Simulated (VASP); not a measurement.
The system is MgO.

```
Mg O
1.0
     0.00000    2.29068    2.29068
     2.29068    0.00000    2.29068
     2.29068    2.29068    0.00000
Mg O
1 1
Direct
  0.50000 0.50000 0.50000
  0.75000 0.75000 0.75000
```

Base run:

* Program: VASP 6.6.1
* Functional: PBEsol
* Potentials or basis: VASP PAW PBE potentials, release 64 (Mg, O)
* Cutoff: 520 eV
* k mesh: 10 × 10 × 10
* Occupations: fermi-dirac, width 0.05 eV
* Spin: no spin polarisation

Its results: band gap on the k mesh 3.47 eV, direct; pressure -0.8 GPa.

**Question.** The run is repeated on the same cell with these changes: functional from PBEsol to PBE; further incar settings from ALGO = Normal; EDIFF = 1e-06; NBANDS = 11 to ALGO = Normal; EDIFF = 1e-07; NBANDS = 11. What comes out?

**Answer.** Band gap on the k mesh 3.58 eV, direct; pressure 2.0 GPa.

Caveats: the PAW data sets were made with another functional, which shifts forces and pressure a little (some runs).

